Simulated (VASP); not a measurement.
Input of a VASP 6.6.1 run:

POSCAR

```
CaO
1.0
    0.0437930933      2.6067317416      2.6067317416
    2.6067317416      0.0437930933      2.6067317416
    2.6505248349      2.6505248349      0.0000000000
Ca O
1 1
Direct
    0.0029844301      0.0029844301     -0.0029844301
    0.2470155699      0.2470155699      0.2529844301
```

INCAR.step1

```
PREC = Accurate ; ENCUT = 520
ISMEAR = 0 ; SIGMA = 0.01
LREAL = F ; LASPH = T
NELM = 60 ; NBANDS = 15
GGA = PE ; ALGO = Normal
EDIFF = 1E-4 ; LWAVE = T
LCHARG = F
```

File INCAR.step2:

```
PREC = Accurate ; ENCUT = 520
EDIFF = 1E-6 ; ISMEAR = 0
SIGMA = 0.01 ; LREAL = F
LASPH = T ; NELM = 60
ALGO = Normal ; ISIF = 2
LWAVE = F ; LCHARG = F
METAGGA = R2SCAN ; LMIXTAU = T
NBANDS = 15 ; ISTART = 1
```

Contents of KPOINTS:

```
regular mesh
0
Gamma
  8 8 8
```

Potentials or basis: VASP PAW PBE potentials, release 64 (Ca_sv, O).

Launch:

```sh
$ cat potpaw_PBE.64/Ca_sv/POTCAR potpaw_PBE.64/O/POTCAR > POTCAR
$ cp INCAR.step1 INCAR
$ mpirun -np 1 vasp_std > vasp.out
$ cp INCAR.step2 INCAR
$ mpirun -np 1 vasp_std > vasp.out
```

Question: Predict the largest force.

Answer: 0.010 eV/Å.

Question: What does it give for the pressure?

Answer: 0.9 GPa.

Stress tensor (GPa, compression positive):
```
 0.90 -1.29  0.00
-1.29  0.90  0.00
 0.00  0.00  0.81
```

Caveat: the cell differs from its parent crystal (shear xy strain +3.4%); the PAW data sets were made with another functional, which shifts forces and pressure a little.
